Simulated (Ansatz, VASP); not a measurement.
## Two plane-wave programs on YSe

```
CELL_PARAMETERS angstrom
0.00000 2.87500 2.84625
2.87500 0.00000 2.84625
2.87500 2.87500 0.00000
ATOMIC_POSITIONS crystal
Y 0.00000 0.00000 0.00000
Se 0.50000 0.50000 0.50000
```

Change from the starting cell: zz strain of -1 %, PAW files.

Alike in both runs: task electric field gradients; functional LDA; k mesh 7 × 7 × 7; occupations fermi-dirac, width 0.03 eV; no spin polarisation.

```csv
,VASP,Ansatz
version,VASP 6.6.1,Ansatz 0.2.0
potentials or method,"VASP PAW LDA potentials, release 64 (Y_sv, Se)","PAW with Ansatz's default frozen-core files, scalar-relativistic"
plane-wave cutoff (eV),520,420
valence electrons in the cell,17,27
```

|  | VASP | Ansatz | Ansatz less VASP |
| --- | --- | --- | --- |
| pressure (GPa) | -3.7 | -3.9 | -0.15 |
| traceless stress, the component that is largest in VASP (GPa) | 1.18 | 1.17 | -0.010 |
| size of Vzz on the site where it differs most (V/Å²) | 9.8 | 10.5 | +0.79 |

LDA's correlation is that of Perdew and Zunger in VASP and of Perdew and Wang (1992) in Ansatz. VASP's potentials hold 17 valence electrons a cell and Ansatz's 27, so a difference there can come from the potentials and not from the codes.
